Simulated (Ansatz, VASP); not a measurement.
One calculation of MgB, two programs

```
Mg B
1.0
     2.89549    0.00000    0.00000
     0.00000    2.89549    0.00000
     0.00000    0.00000    2.89446
Mg B
1 1
Direct
  0.00000 0.00000 0.00000
  0.50000 0.50000 0.50000
```

Change from the starting cell: species swapped into the CoPt type (P4/mmm, No. 123).

Alike in both runs: functional PBE; k mesh 20 × 20 × 20; occupations gaussian, width 0.1 eV; no spin polarisation.

Ansatz relaxed the structure, and its values are those at the end. VASP's run is a single point on that final structure, the one shown.

|  | VASP | Ansatz |
| --- | --- | --- |
| version | VASP 6.6.1 | Ansatz 0.2.0 |
| potentials or method | VASP PAW PBE potentials, release 64 (Mg, B), cutoff 600 eV | scalar-relativistic, plane waves, PAW |
| valence electrons in the cell | 5 | 13 |

|  | VASP | Ansatz | Ansatz less VASP |
| --- | --- | --- | --- |
| gap on the k mesh at the Fermi level (eV) | none | none | - |
| pressure (GPa) | -0.2 | 0.0 | +0.24 |

A gap of «none» marks a metal or a gap that the smearing closes. VASP's potentials hold 5 valence electrons a cell and Ansatz's 13, so a difference there can come from the potentials and not from the codes.
